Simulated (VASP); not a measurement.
# C (R-3m) in VASP: a series of runs, part 2 of 2

VASP 6.6.1. The steps go on from the part before.

### 3 Single point, r2SCAN

This run uses another cell than the first one, of the same volume but with other edges.

POSCAR

```
C
1.0
    1.7801417073     -1.7801417073      0.0000000000
    1.7801417073      0.0000000000     -1.7801417073
    9.4942077818      5.9337463530      5.9337463530
C
12
Direct
    0.4860798600      0.4860798600      0.2708666667
   -0.0694701400     -0.0694701400      0.1042000000
    0.0416298600      0.0416298600      0.4375333333
    0.1527298600      0.1527298600      0.7708666667
    0.5971798600      0.5971798600      0.6042000000
   -0.2917201400     -0.2917201400      0.9375333333
    0.4027423600      0.4027423600      0.3958666667
    0.8471923600      0.8471923600      0.2292000000
   -0.0417076400     -0.0417076400      0.5625333333
    0.0693923600      0.0693923600      0.8958666667
   -0.4861576400     -0.4861576400      0.7292000000
    0.2916423600      0.2916423600      0.0625333333
```

INCAR.step1

```
SYSTEM = C
PREC = Accurate ; ENCUT = 520
ISMEAR = 0 ; SIGMA = 0.05
LREAL = .False. ; LASPH = .True.
NELM = 100 ; NBANDS = 36
GGA = PE ; ALGO = Normal
EDIFF = 1E-4 ; LWAVE = .True.
LCHARG = .False.
```

INCAR.step2

```
SYSTEM = C
PREC = Accurate ; ENCUT = 520
EDIFF = 1E-6 ; ISMEAR = 0
SIGMA = 0.05 ; LREAL = .False.
LASPH = .True. ; NELM = 100
ALGO = Normal ; ISIF = 2
LWAVE = .False. ; LCHARG = .True.
METAGGA = R2SCAN ; LMIXTAU = .True.
LELF = .True. ; LVHAR = .True.
NBANDS = 36 ; ISTART = 1
```

KPOINTS

```
regular mesh
0
Gamma
  10 10 2
  0 0 0
```

Potentials or basis: VASP PAW PBE potentials, release 64 (C).

Started as:

```bash
cat potpaw_PBE.64/C/POTCAR > POTCAR
cp INCAR.step1 INCAR
mpirun -np 1 vasp_std > vasp.out
cp INCAR.step2 INCAR
mpirun -np 1 vasp_std > vasp.out
```

OUTCAR:

```text
SYSTEM = C
   PREC = Accurate
   ENCUT = 520
   EDIFF = 1E-6
   ISMEAR = 0
   LREAL = .False.
   LASPH = .True.
   NELM = 100
   ISIF = 2
   METAGGA = R2SCAN
   ISTART = 1

 ion  position               nearest neighbor table
   1  0.486  0.486  0.271-   7 1.54   8 1.54   8 1.54   8 1.54
   2  0.931  0.931  0.104-   8 1.54  12 1.54  12 1.54  12 1.54
   3  0.042  0.042  0.438-   7 1.54   7 1.54   7 1.54   9 1.54
   4  0.153  0.153  0.771-  10 1.54  11 1.54  11 1.54  11 1.54
   5  0.597  0.597  0.604-  11 1.54   9 1.54   9 1.54   9 1.54
   6  0.708  0.708  0.938-  10 1.54  10 1.54  10 1.54
   7  0.403  0.403  0.396-   3 1.54   3 1.54   3 1.54   1 1.54
   8  0.847  0.847  0.229-   2 1.54   1 1.54   1 1.54   1 1.54
   9  0.958  0.958  0.563-   3 1.54   5 1.54   5 1.54   5 1.54
  10  0.069  0.069  0.896-   6 1.54   6 1.54   6 1.54   4 1.54
  11  0.514  0.514  0.729-   5 1.54   4 1.54   4 1.54   4 1.54
  12  0.292  0.292  0.063-   2 1.54   2 1.54   2 1.54

  LATTYP: Found a trigonal (rhomboedric) cell.
 ALAT       =    12.4185438031
 COS(alpha) =     0.9794520407
[... 239 lines left out ...]
      6      -7.0135      2.00000
[... 925 lines left out ...]
     35      19.7421      0.00000
     36      20.6524      0.00000

 [... further k-points ...]

------------------------ aborting loop because EDIFF is reached ----------------------------------------

  FORCE on cell =-STRESS in cart. coord.  units (eV):
  Direction    XX          YY          ZZ          XY          YZ          ZX
  --------------------------------------------------------------------------------------
  -------------------------------------------------------------------------------------
  Total        0.9506147      0.9532734      0.9532734      3.9295056      3.9624678      3.9295057
  in kB       22.4993590     22.5622842     22.5622842     93.0044065     93.7845627     93.0044077
  external PRESSURE =      22.5413092 kB  Pullay stress =       0.0000000 kB

 VOLUME and BASIS-vectors are now :
 -----------------------------------------------------------------------------
  energy-cutoff  :      520.00
  volume of cell :       67.69
      direct lattice vectors                 reciprocal lattice vectors
     1.780141707 -1.780141707  0.000000000     0.156040948 -0.405712083  0.156040948
     1.780141707  0.000000000 -1.780141707     0.156040948  0.156040948 -0.405712083
     9.494207782  5.933746353  5.933746353     0.046812753  0.046812753  0.046812753

 POSITION                                       TOTAL-FORCE (eV/Angst)
 -----------------------------------------------------------------------------------
      4.30225      0.74196      0.74196        -0.068052     -0.062745     -0.062745
      4.30225     -1.03818     -1.03818         0.101117      0.103608      0.103608
      4.30225      2.52210      2.52210        -0.072599     -0.066160     -0.066160
      7.86253      4.30225      4.30225        -0.228952     -0.224552     -0.224552
      7.86253      2.52210      2.52210        -0.085375     -0.078993     -0.078993
     11.42281      4.30225      4.30225        -2.144361     -2.145327     -2.145327
      5.19232      1.63203      1.63203         0.085375      0.078993      0.078993
      5.19232     -0.14811     -0.14811         0.228952      0.224552      0.224552
      8.75260      1.63203      1.63203         0.072599      0.066160      0.066160
      8.75260      5.19232      5.19232        -0.101117     -0.103608     -0.103608
      8.75260      3.41218      3.41218         0.068052      0.062745      0.062745
      1.63203     -0.14811     -0.14811         2.144361      2.145327      2.145327
 -----------------------------------------------------------------------------------
    total drift:                                0.000001      0.000000      0.000000

  FREE ENERGIE OF THE ION-ELECTRON SYSTEM (eV)
  ---------------------------------------------------
  free  energy   TOTEN  =      -113.9024739373 eV

  energy  without entropy=     -113.9010113639  energy(sigma->0) =     -113.90174265
```

OSZICAR.step1:

```text
N       E                     dE             d eps       ncg     rms          rms(c)
DAV:   1     0.125146452271E+03    0.12515E+03   -0.25394E+04  4464   0.130E+03
DAV:   2    -0.995272426288E+02   -0.22467E+03   -0.21232E+03  5728   0.255E+02
DAV:   3    -0.108817954222E+03   -0.92907E+01   -0.91811E+01  5892   0.468E+01
DAV:   4    -0.108937210742E+03   -0.11926E+00   -0.11891E+00  5848   0.554E+00
DAV:   5    -0.108939800696E+03   -0.25900E-02   -0.25879E-02  5708   0.748E-01    0.134E+01
DAV:   6    -0.106206797306E+03    0.27330E+01   -0.19353E+00  5408   0.695E+00    0.789E+00
DAV:   7    -0.105321706341E+03    0.88509E+00   -0.20446E+00  5204   0.710E+00    0.177E+00
DAV:   8    -0.105334340564E+03   -0.12634E-01   -0.62234E-02  5988   0.140E+00    0.770E-01
DAV:   9    -0.105333153284E+03    0.11873E-02   -0.12595E-02  5460   0.604E-01    0.127E-01
DAV:  10    -0.105333110770E+03    0.42514E-04   -0.40272E-04  5304   0.135E-01
   1 F= -.10533311E+03 E0= -.10533239E+03  d E =-.145024E-02
```

It took 5.3 min on 1 thread of Intel Xeon Platinum 8559C (Emerald Rapids), shared host; peak memory 0.25 GiB.

What came out:

- Free energy: -113.9025 eV
- Pressure: 2.3 GPa
- Largest force: 3.715 eV/Å
- Band gap on the k mesh: zero (bands 24 and 25 overlap by 0.66 eV)

Forces on the atoms (eV/Å):
```
C   -0.068 -0.063 -0.063
C    0.101  0.104  0.104
C   -0.073 -0.066 -0.066
C   -0.229 -0.225 -0.225
C   -0.085 -0.079 -0.079
C   -2.144 -2.145 -2.145
C    0.085  0.079  0.079
C    0.229  0.225  0.225
C    0.073  0.066  0.066
C   -0.101 -0.104 -0.104
C    0.068  0.063  0.063
C    2.144  2.145  2.145
```

Levels at points of the mesh, in eV from the Fermi level:
```tsv
k point	band 22	band 23	band 24	band 25	band 26	band 27
(0.00, 0.00, 0.00)	-0.30	-0.30	0.63	5.24	6.18	6.18
(0.50, 0.00, 0.00)	-3.97	-3.04	-2.72	1.96	5.05	5.46
(0.50, 0.50, 0.00)	-3.97	-3.04	-2.72	1.96	5.05	5.46
(0.00, 0.00, 0.50)	-0.35	-0.25	-0.25	5.73	5.78	5.78
(0.50, 0.00, 0.50)	-3.42	-3.39	-2.51	1.92	5.12	5.13
(0.50, 0.50, 0.50)	-3.42	-3.39	-2.51	1.92	5.12	5.13
```

Caveat: the PAW data sets were made with another functional, which shifts forces and pressure a little.
